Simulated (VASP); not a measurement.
Here is a VASP 6.6.1 calculation.

File INCAR:

```
SYSTEM = C
ALGO = Normal ; EDIFF = 1E-6
EDIFFG = -0.008 ; ENCUT = 600
GGA = PE ; IBRION = 2
ISIF = 3 ; ISMEAR = 0
LASPH = .True. ; LCHARG = .False.
LREAL = .False. ; LWAVE = .False.
NELM = 60 ; NSW = 70
PREC = Accurate ; PSTRESS = 200.0
SIGMA = 0.1
```

Contents of KPOINTS:

```
k-points
0
Gamma
  21 21 8
  0 0 0
```

The input POSCAR:

```
C
1.0
    2.3829869465      0.0000000000      0.0000000000
   -1.1914934732      2.0637272326      0.0000000000
    0.0000000000      0.0000000000      5.9355121232
C
4
Direct
    0.0000000000      0.0000000000      0.2500000000
    0.0000000000      0.0000000000      0.7500000000
    0.3333333333      0.6666666667      0.2500000000
    0.6666666667      0.3333333333      0.7500000000
```

Potentials or basis: VASP PAW PBE potentials, release 64 (C).

The run is started by

```console
$ cat potpaw_PBE.64/C/POTCAR > POTCAR
$ mpirun -np 1 vasp_std > vasp.out
```

(1) Estimate the space group after relaxing (to 0.1 Å).

(2) Estimate the band gap on the k mesh.

(3) What does it give for the relaxed volume?

(4) Predict the relaxed cell.

Results:

(1) P6_3/mmc (No. 194).

(2) zero (bands 8 and 9 overlap by 0.16 eV).

(3) 7.25 Å³/atom.

(4) a = 2.433 Å, b = 2.433 Å, c = 5.656 Å, α = 90.00°, β = 90.00°, γ = 120.00°.

Caveat: the cell is relaxed towards a set pressure, so the run minimises the enthalpy, not the energy; this functional lacks dispersion, which binds the layers, so the pressure and a relaxed spacing across them are unreliable.
